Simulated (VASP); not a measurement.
# ZrB (Fm-3m) in VASP: notebook

ZrB is run at these levels: LDA, PBE, revPBE+D3(BJ), revPBE+D4, BLYP+D3(BJ); tasks: single point.

Everything below comes from runs of VASP 6.6.1. Logs are shortened: lines on timing, memory, paths and dates and some standing lists are left out, and cuts for length are marked.

## (1) The cell of the first run

It takes space group Fm-3m (No. 225, cubic). Conventional cell: a = 4.681 Å, b = 4.681 Å, c = 4.681 Å, α = 90.00°, β = 90.00°, γ = 90.00°. Within 3.1 Å of Zr (site symmetry m-3m) lie 6 B at 2.34 Å. Within 3.1 Å of B (site symmetry m-3m) lie 6 Zr at 2.34 Å.

## (2) Single point, LDA

File INCAR:

```
PREC = Accurate
ENCUT = 520
EDIFF = 1E-7
ISMEAR = -1
SIGMA = 0.05
LREAL = False
LASPH = True
NELM = 80
ALGO = Normal
ISIF = 2
LWAVE = False
LCHARG = False
NBANDS = 14
```

File KPOINTS:

```
Automatic mesh
0
Gamma
  10 10 10
```

File POSCAR:

```
ZrB
1.0
    0.0000000000      2.3403977997      2.3403977997
    2.3403977997      0.0000000000      2.3403977997
    2.3403977997      2.3403977997      0.0000000000
Zr B
1 1
Direct
    0.0000000000      0.0000000000      0.0000000000
    0.5000000000      0.5000000000      0.5000000000
```

Potentials or basis: VASP PAW LDA potentials, release 64 (Zr_sv, B).

The run is started by

```sh
$ cat potpaw_LDA.64/Zr_sv/POTCAR potpaw_LDA.64/B/POTCAR > POTCAR
$ mpirun -np 1 vasp_std > vasp.out
```

OUTCAR:

```text
PREC = Accurate
   ENCUT = 520
   EDIFF = 1E-7
   ISMEAR = -1
   LREAL = False
   LASPH = True
   NELM = 80
   ISIF = 2

 ion  position               nearest neighbor table
   1  0.000  0.000  0.000-   2 2.34   2 2.34   2 2.34   2 2.34   2 2.34   2 2.34
   2  0.500  0.500  0.500-   1 2.34   1 2.34   1 2.34   1 2.34   1 2.34   1 2.34

  LATTYP: Found a face centered cubic cell.
 ALAT       =     4.6807955994

  Lattice vectors:

 A1 = (   0.0000000000,   2.3403977997,   2.3403977997)
 A2 = (   2.3403977997,   0.0000000000,   2.3403977997)
 A3 = (   2.3403977997,   2.3403977997,   0.0000000000)

Analysis of symmetry for initial positions (statically):
=====================================================================
 Subroutine PRICEL returns:
 Original cell was already a primitive cell.

 Routine SETGRP: Setting up the symmetry group for a
 face centered cubic supercell.

 Subroutine GETGRP returns: Found 48 space group operations
 (whereof 48 operations were pure point group operations)
 out of a pool of 48 trial point group operations.

The static configuration has the point symmetry O_h .

Analysis of symmetry for dynamics (positions and initial velocities):
=====================================================================
 Subroutine PRICEL returns:
 Original cell was already a primitive cell.

 Routine SETGRP: Setting up the symmetry group for a
 face centered cubic supercell.

 Subroutine GETGRP returns: Found 48 space group operations
 (whereof 48 operations were pure point group operations)
 out of a pool of 48 trial point group operations.

The dynamic configuration has the point symmetry O_h .

 Subroutine INISYM returns: Found 48 space group operations
 (whereof 48 operations are pure point group operations),
 and found     1 'primitive' translations

----------------------------------------------------------------------------------------

                                     Primitive cell

  volume of cell :      25.6389

  direct lattice vectors                    reciprocal lattice vectors
     0.000000000  2.340397800  2.340397800    -0.213638895  0.213638895  0.213638895
     2.340397800  0.000000000  2.340397800     0.213638895 -0.213638895  0.213638895
     2.340397800  2.340397800  0.000000000     0.213638895  0.213638895 -0.213638895

  length of vectors
     3.309822310  3.309822310  3.309822310     0.370033421  0.370033421  0.370033421

  position of ions in fractional coordinates (direct lattice)
     0.000000000  0.000000000  0.000000000
     0.500000000  0.500000000  0.500000000

  ion indices of the primitive-cell ions
   primitive index   ion index
                 1           1
                 2           2

----------------------------------------------------------------------------------------

 KPOINTS: Automatic mesh

Automatic generation of k-mesh.
 Grid dimensions read from file:
 generate k-points for:   10   10   10

 Generating k-lattice:

  Cartesian coordinates                     Fractional coordinates (reciprocal lattice)
    -0.021363890  0.021363890  0.021363890     0.100000000  0.000000000  0.000000000
     0.021363890 -0.021363890  0.021363890     0.000000000  0.100000000  0.000000000
     0.021363890  0.021363890 -0.021363890     0.000000000  0.000000000  0.100000000

  Length of vectors
     0.037003342  0.037003342  0.037003342

  Shift w.r.t. Gamma in fractional coordinates (k-lattice)
     0.000000000  0.000000000  0.000000000

 Subroutine IBZKPT returns following result:
 ===========================================

 Found     47 irreducible k-points:

 Following reciprocal coordinates:
            Coordinates               Weight
  0.000000  0.000000  0.000000      1.000000
  0.100000  0.000000  0.000000      8.000000
  0.200000  0.000000  0.000000      8.000000
  0.300000  0.000000  0.000000      8.000000
  0.400000  0.000000  0.000000      8.000000
  0.500000  0.000000  0.000000      4.000000
[... 16 lines left out ...]
  0.300000  0.300000  0.000000      6.000000
  0.400000  0.300000  0.000000     24.000000
 [... further k-points ...]
   k-points           NKPTS =     47   k-points in BZ     NKDIM =     47   number of bands    NBANDS=     14
   number of dos      NEDOS =    301   number of ions     NIONS =      2
   total plane-waves  NPLWV =  21952
   dimension x,y,z NGX =    28 NGY =   28 NGZ =   28
   dimension x,y,z NGXF=    56 NGYF=   56 NGZF=   56
   ions per type =               1   1
   NGX,Y,Z   is equivalent  to a cutoff of  14.06, 14.06, 14.06 a.u.
   NGXF,Y,Z  is equivalent  to a cutoff of  28.13, 28.13, 28.13 a.u.
 SYSTEM =  unknown system
   PREC   = accura    normal or accurate (medium, high low for compatibility)
   ISTART =      0    job   : 0-new  1-cont  2-samecut
   ICHARG =      2    charge: 1-file 2-atom 10-const
   ISPIN  =      1    spin polarized calculation?
   LNONCOLLINEAR =      F non collinear calculations
   LSORBIT =      F    spin-orbit coupling
   LASPH  =      T    aspherical Exc in radial PAW
   ENCUT  =  520.0 eV  38.22 Ry    6.18 a.u.   6.15  6.15  6.15*2*pi/ulx,y,z
   NELM   =     80;   NELMIN=  2; NELMDL= -5     # of ELM steps
   EDIFF  = 0.1E-06   stopping-criterion for ELM
   LREAL  =      F    real-space projection
   EDIFFG = 0.1E-05   stopping-criterion for IOM
   NSW    =      0    number of steps for IOM
   IBRION =     -1    ionic relax: 0-MD 1-quasi-New 2-CG
   NFREE  =      0    steps in history (QN), initial steepest desc. (CG)
   ISIF   =      2    stress and relaxation
   ISYM   =      2    0-nonsym 1-usesym 2-fastsym
   POTIM  = 0.5000    time-step for ionic-motion
   TEBEG  =    0.0;   TEEND  =   0.0 temperature during run
   PSTRESS=    0.0 pullay stress
   NELECT =      15.0000    total number of electrons
   NUPDOWN=      -1.0000    fix difference up-down
   EMIN   =  10.00;   EMAX   =-10.00  energy-range for DOS
   EFERMI =   0.00;   METHOD = LEGACY
   ISMEAR =    -1;   SIGMA  =   0.05  broadening in eV -4-tet -1-fermi 0-gaus
   EFERMI_NEDOS =   21; number of points for ismear=-14 and -15
   IALGO  =     38    algorithm
   IMIX   =      4    mixing-type and parameters
     AMIX     =   0.40;   BMIX     =  1.00
     AMIX_MAG =   1.60;   BMIX_MAG =  1.00
  volume/ion in A,a.u.               =      12.82        86.51
  Fermi-wavevector in a.u.,A,eV,Ry     =   1.369217  2.587445 25.507588  1.874755
  Thomas-Fermi vector in A             =   2.495112
   LORBIT       =      0    0 simple, 1 ext, 2 COOP (PROOUT), +10 PAW based schemes
   GGA     = CA    functional components
   LHFCALC =     F    Hartree Fock is set to
   AEXX    =    0.0000 exact exchange contribution
   IVDW    =     0    specifies the selected vdW correction
   LEPSILON=     F    determine dielectric tensor
   LRPA    =     F    only Hartree local field effects (RPA)
 non-spin polarized calculation
  energy-cutoff  :      520.00
  volume of cell :       25.64
 maximum number of plane-waves:       701
 NGX is ok and might be reduce to    28
   NGX = 13   NGY = 13   NGZ = 13

 number of electron      15.0000000 magnetization

 Free energy of the ion-electron system (eV)
  ---------------------------------------------------
  ext. energy  EPLUGINS =         0.00000000
  ---------------------------------------------------
  free energy    TOTEN  =       -17.36904174 eV

  energy without entropy =      -17.36022844  energy(sigma->0) =      -17.36463509

 E-fermi :   8.6952     XC(G=0): -12.2966

 val. band max:        8.6470885649   @ k =   0.3000   0.2000   0.1000
 cond. band min:       8.7156652762   @ k =   0.5000   0.3000   0.1000
 fundamental gap:      0.0685767113
 Fermi energy:         8.6952288498

 k-point     1 :       0.0000    0.0000    0.0000
  band No.  band energies     occupation
      1     -37.8806      2.00000
      2     -15.7826      2.00000
      3     -15.7826      2.00000
      4     -15.7826      2.00000
      5       0.5224      2.00000
      6      10.5637      0.00000
      7      10.5637      0.00000
      8      10.5637      0.00000
      9      12.3261      0.00000
     10      12.3261      0.00000
     11      12.4582      0.00000
     12      12.4582      0.00000
     13      12.4582      0.00000
     14      19.8381      0.00000

 k-point     2 :       0.1000    0.0000    0.0000
  band No.  band energies     occupation
      1     -37.8699      2.00000
      2     -15.8754      2.00000
      3     -15.7913      2.00000
      4     -15.7913      2.00000
      5       0.7884      2.00000
      6       9.8228      0.00000
      7      10.2826      0.00000
      8      10.2826      0.00000
      9      11.2391      0.00000
     10      11.2391      0.00000
     11      12.8197      0.00000
     12      14.3504      0.00000
     13      14.3504      0.00000
     14      20.4784      0.00000

 k-point     3 :       0.2000    0.0000    0.0000
  band No.  band energies     occupation
      1     -37.8419      2.00000
      2     -16.1112      2.00000
      3     -15.8140      2.00000
      4     -15.8140      2.00000
      5       1.5218      2.00000
      6       8.5110      1.95101
      7       9.1019      0.00059
      8       9.1019      0.00059
      9      11.7294      0.00000
     10      11.7294      0.00000
     11      13.2874      0.00000
     12      16.5504      0.00000
     13      16.5504      0.00000
     14      21.7492      0.00000
[... 324 lines left out ...]
 k-point    23 :       0.3000    0.3000    0.0000
  band No.  band energies     occupation
      1     -37.7822      2.00000
      2     -16.3348      2.00000
      3     -15.9903      2.00000
      4     -15.9903      2.00000
      5       2.5048      2.00000
      6       6.9294      2.00000
      7       8.3889      1.99564
      8      10.3760      0.00000
      9      10.3760      0.00000
     10      13.3752      0.00000
     11      15.6482      0.00000
     12      15.6482      0.00000
     13      19.5299      0.00000
     14      24.0435      0.00000

 k-point    24 :       0.4000    0.3000    0.0000
  band No.  band energies     occupation
      1     -37.7594      2.00000
      2     -16.4510      2.00000
      3     -16.0518      2.00000
      4     -16.0231      2.00000
      5       2.7309      2.00000
      6       7.0645      2.00000
      7       7.9669      2.00000
      8      10.0388      0.00000
      9      10.8390      0.00000
     10      14.2020      0.00000
     11      15.7308      0.00000
     12      15.9855      0.00000
     13      20.1702      0.00000
     14      22.5730      0.00000

 [... further k-points ...]
[... 5 lines left out ...]
  --------------------------------------------------------------------------------------
  -------------------------------------------------------------------------------------
  Total        3.2618869      3.2618869      3.2618869      0.0000000      0.0000000      0.0000000
  in kB      203.8357877    203.8357877    203.8357877      0.0000000      0.0000000      0.0000000
  external PRESSURE =     203.8357877 kB  Pullay stress =       0.0000000 kB

 VOLUME and BASIS-vectors are now :
 -----------------------------------------------------------------------------
  energy-cutoff  :      520.00
  volume of cell :       25.64
      direct lattice vectors                 reciprocal lattice vectors
     0.000000000  2.340397800  2.340397800    -0.213638895  0.213638895  0.213638895
     2.340397800  0.000000000  2.340397800     0.213638895 -0.213638895  0.213638895
     2.340397800  2.340397800  0.000000000     0.213638895  0.213638895 -0.213638895

 POSITION                                       TOTAL-FORCE (eV/Angst)
 -----------------------------------------------------------------------------------
      0.00000      0.00000      0.00000        -0.000000     -0.000000     -0.000000
      2.34040      2.34040      2.34040         0.000000      0.000000      0.000000
 -----------------------------------------------------------------------------------
    total drift:                               -0.000000      0.000000      0.000000

  FREE ENERGIE OF THE ION-ELECTRON SYSTEM (eV)
  ---------------------------------------------------
  free  energy   TOTEN  =       -17.3690417366 eV

  energy  without entropy=      -17.3602284431  energy(sigma->0) =      -17.36463509
```

Wall time 8.6 s (1 thread of Intel Xeon 6975P-C (Granite Rapids), shared host); peak memory 0.15 GiB.

What came out:

```
Free energy : -17.3690 eV
Pressure    : 20.4 GPa
```

Levels at points of the mesh, in eV from the Fermi level:
| k point | band 5 | band 6 | band 7 | band 8 | band 9 | band 10 | band 11 | band 12 |
| --- | --- | --- | --- | --- | --- | --- | --- | --- |
| (0.00, 0.00, 0.00) | -8.17 | 1.87 | 1.87 | 1.87 | 3.63 | 3.63 | 3.76 | 3.76 |
| (0.50, 0.00, 0.00) | -4.13 | -3.51 | -1.37 | -1.37 | 5.61 | 5.61 | 7.16 | 8.24 |
| (0.50, 0.50, 0.00) | -6.32 | -1.09 | -0.31 | 2.50 | 2.50 | 5.37 | 6.74 | 6.74 |

## (3) Single point, PBE

This run uses another cell than the first one, of 12.57 Å³/atom, 0.980 times its volume.

File INCAR:

```
SYSTEM = ZrB
ALGO = Normal
EDIFF = 1E-7
ENCUT = 520
GGA = PE
ISIF = 2
ISMEAR = -1
LASPH = .TRUE.
LCHARG = .FALSE.
LREAL = .FALSE.
LWAVE = .FALSE.
NBANDS = 14
NELM = 100
PREC = Accurate
SIGMA = 0.05
```

File KPOINTS:

```
k-points
0
G
  10 10 10
  0 0 0
```

File POSCAR:

```
ZrB
1.0
    0.0000000000      2.3250000000      2.3250000000
    2.3250000000      0.0000000000      2.3250000000
    2.3250000000      2.3250000000      0.0000000000
Zr B
1 1
Direct
    0.0000000000      0.0000000000      0.0000000000
    0.5000000000      0.5000000000      0.5000000000
```

Potentials or basis: VASP PAW PBE potentials, release 64 (Zr_sv, B).

The run is started by

```sh
$ cat potpaw_PBE.64/Zr_sv/POTCAR potpaw_PBE.64/B/POTCAR > POTCAR
$ mpirun -np 1 vasp_std > vasp.out
```

Wall time 5.5 s (1 thread of Intel Xeon 6975P-C (Granite Rapids), shared host); peak memory 0.14 GiB.

It converged, with:

```
Free energy : -15.5868 eV
Pressure    : 34.8 GPa
```

Levels at points of the mesh, in eV from the Fermi level:
```
           k point  band 5  band 6  band 7  band 8  band 9  band 10  band 11  band 12
(0.00, 0.00, 0.00)   -8.33    1.93    1.93    1.93    3.71     3.71     3.82     3.82
(0.50, 0.00, 0.00)   -4.19   -3.61   -1.41   -1.41    5.78     5.78     7.38     8.26
(0.50, 0.50, 0.00)   -6.50   -1.11   -0.29    2.55    2.55     5.49     6.95     6.95
```

## (4) Single point, revPBE+D3(BJ)

This run uses another cell than the first one, of 14.17 Å³/atom, 1.106 times its volume.

File INCAR:

```
  PREC = Accurate
  ENCUT = 520
  EDIFF = 1E-6
  ISMEAR = -1
  SIGMA = 0.05
  LREAL = False
  LASPH = True
  NELM = 60
  ALGO = Normal
  ISIF = 2
  LWAVE = False
  LCHARG = False
  GGA = RE
  IVDW = 12
  NBANDS = 14
```

File KPOINTS:

```
regular mesh
0
Gamma
  10 10 10
```

File POSCAR:

```
ZrB
1.0
    0.0000000000      2.4199984261      2.4199984261
    2.4199984261      0.0000000000      2.4199984261
    2.4199984261      2.4199984261      0.0000000000
Zr B
1 1
Direct
    0.0000000000      0.0000000000      0.0000000000
    0.5000000000      0.5000000000      0.5000000000
```

The run is started by

```sh
$ cat potpaw_PBE.64/Zr_sv/POTCAR potpaw_PBE.64/B/POTCAR > POTCAR
$ mpirun -np 1 vasp_std > vasp.out
```

It took 12 s on 1 thread of Intel Xeon Platinum 8488C (Sapphire Rapids), shared host; peak memory 0.17 GiB.

The run converged. Its results:

```yaml
Free_energy: -16.8720 eV
Pressure: 0.1 GPa
Dispersion_energy_per_atom: -0.738 eV
```

Levels at points of the mesh, in eV from the Fermi level:
| k point | band 6 | band 7 | band 8 | band 9 | band 10 | band 11 |
| --- | --- | --- | --- | --- | --- | --- |
| (0.00, 0.00, 0.00) | 1.81 | 1.81 | 1.81 | 3.28 | 3.28 | 3.54 |
| (0.50, 0.00, 0.00) | -3.89 | -1.21 | -1.21 | 5.06 | 5.06 | 6.41 |
| (0.50, 0.50, 0.00) | -0.84 | -0.70 | 2.16 | 2.16 | 4.77 | 6.03 |

Caveat: the PAW data sets were made with another functional, which shifts forces and pressure a little; pairwise dispersion overbinds metals, which lowers pressure and volume.

(Continued in part 2 of 2.)
